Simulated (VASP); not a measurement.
Here is a VASP 6.6.1 calculation.

The input INCAR:

```
SYSTEM = CuI
  ALGO = Normal
  EDIFF = 1E-7
  ENCUT = 520
  GGA_COMPAT = .FALSE.
  ISIF = 2
  ISMEAR = 0
  LASPH = .TRUE.
  LCHARG = .FALSE.
  LMAXMIX = 4
  LORBIT = 11
  LORBMOM = .TRUE.
  LREAL = .FALSE.
  LSORBIT = .TRUE.
  LWAVE = .FALSE.
  MAGMOM = 0 0 0 0 0 0
  NBANDS = 30
  NELM = 150
  PREC = Accurate
  SIGMA = 0.01
```

The input KPOINTS:

```
k-points
0
G
  6 6 6
  0 0 0
```

POSCAR

```
CuI
1.0
    0.0000000000      3.0315000000      3.0315000000
    3.0315000000      0.0000000000      3.0315000000
    3.0315000000      3.0315000000      0.0000000000
Cu I
1 1
Direct
    0.2500000000      0.2500000000      0.2500000000
    0.0000000000      0.0000000000      0.0000000000
```

Potentials or basis: VASP PAW LDA potentials, release 64 (Cu, I).

Run with:

```sh
$ cat potpaw_LDA.64/Cu/POTCAR potpaw_LDA.64/I/POTCAR > POTCAR
$ mpirun -np 1 vasp_ncl > vasp.out
```

(1) What does it give for the pressure?

(2) What does it give for the net moment?

## Answers

(1) -4.2 GPa.

(2) 0.00 μB per cell.

Caveat: the cell stands under tension.
